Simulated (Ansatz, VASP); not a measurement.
## GaC3: VASP beside Ansatz

```
CELL_PARAMETERS angstrom
3.31895 0.00000 0.00000
0.00000 3.31895 0.00000
0.00000 0.00000 3.31895
ATOMIC_POSITIONS crystal
Ga 0.00000 0.00000 0.00000
C 0.00000 0.50000 0.50000
C 0.50000 0.00000 0.50000
C 0.55000 0.50000 0.00000
```

Alike in both runs: task single point; functional PBEsol; k mesh 6 × 6 × 6; no spin polarisation.

|  | VASP | Ansatz |
| --- | --- | --- |
| version | VASP 6.6.1 | Ansatz 0.2.0 |
| potentials or method | VASP PAW PBE potentials, release 64 (Ga_d, C) | plane waves, PAW |
| plane-wave cutoff (eV) | 600 | 420 |
| occupations | methfessel-paxton of order 1, width 0.1 eV | cold, width 0.1 eV |
| valence electrons in the cell | 25 | 25 |

Ansatz gave:

| Quantity | Value |
| --- | --- |
| gap on the k mesh at the Fermi level (eV) | none |
| rms of the force components (eV/Å) | 0.333 |

Task: What did VASP give for the same quantities?

Result: gap on the k mesh at the Fermi level (eV): none; rms of the force components (eV/Å): 0.336.

VASP's potentials were made for PBE, not for PBEsol. Atom by atom the forces differ by 0.006 eV/Å (rms over components). A gap of «none» marks a metal or a gap that the smearing closes.
